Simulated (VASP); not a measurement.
H19C2NO8, 30 atoms in the cell. The cell holds a disordered packing, 30 atoms: a = 7.112 Å, b = 7.112 Å, c = 7.112 Å, α = 90.00°, β = 90.00°, γ = 90.00°. 

```yaml
Program: VASP 6.6.1
Task: single point
Functional: PBE
Dispersion: D3(BJ)
Potentials_or_basis: VASP PAW PBE potentials, release 64 (O, H, C, N)
Cutoff: 520 eV
k_mesh: 1 × 1 × 1
Occupations: fermi-dirac, width 0.02 eV
Spin: no spin polarisation
Dipole_correction: no
Further_INCAR_settings: LREAL = Auto; ALGO = Normal; EDIFF = 1e-06; NBANDS = 61
```

Potentials or basis: VASP PAW PBE potentials, release 64 (O, H, C, N).

Run with:

```sh
$ cat potpaw_PBE.64/O/POTCAR potpaw_PBE.64/H/POTCAR potpaw_PBE.64/C/POTCAR potpaw_PBE.64/N/POTCAR > POTCAR
$ mpirun -np 1 vasp_gam > vasp.out
```

Hardware: 1 thread of Intel Xeon 8259CL (shared host).

Question: Estimate the wall time of this run.

Answer: Run time: 94 s on 1 thread of Intel Xeon 8259CL (shared host), peak memory 0.36 GiB. Counts: scf iterations 16, k points 1.
